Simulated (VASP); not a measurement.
# Zn: single point with PBE

Crystal: Zn.

```
Zn
1.0
     0.56851    2.31958    2.31958
     2.31958    0.56851    2.31958
     2.31958    2.31958    0.56851
Zn
1
Cartesian
  0.0000 0.0000 0.0000
```

* Program: VASP 6.6.1
* Task: single point
* Functional: PBE
* Potentials or basis: VASP PAW PBE potentials, release 64 (Zn)
* Cutoff: 520 eV
* k mesh: 22 × 22 × 22
* Occupations: gaussian, width 0.15 eV
* Spin: no spin polarisation

```json
{
  "Pressure": "7.2 GPa",
  "Band gap on the k mesh": "zero (bands 6 and 7 overlap by 6.71 eV)"
}
```

Stress tensor (GPa, compression positive):
```
 7.19 -5.34 -5.34
-5.34  7.19 -5.34
-5.34 -5.34  7.19
```

Levels at points of the mesh, in eV from the Fermi level:
```csv
k point,band 2,band 3,band 4,band 5,band 6,band 7,band 8,band 9,band 10,band 11
"(0.00, 0.00, 0.00)",-7.88,-7.58,-7.58,-6.91,-6.91,6.22,10.53,23.63,24.45,24.45
"(0.50, 0.00, 0.00)",-7.86,-7.12,-7.10,-6.50,-1.61,1.01,9.72,13.41,16.66,20.65
"(0.50, 0.50, 0.00)",-8.04,-7.02,-6.92,-6.50,-0.61,2.56,5.75,9.39,14.07,18.32
"(0.50, 0.50, 0.50)",-7.59,-7.59,-6.87,-6.87,-5.27,-3.84,22.78,23.02,23.02,25.44
```

Wall time 4.3 min on 1 thread of Intel(R) Xeon(R) Platinum 8259CL CPU @ 2.50GHz (Skylake/Cascade Lake), on a shared host, peak memory 0.32 GiB.

Caveat: the cell stands under pressure.
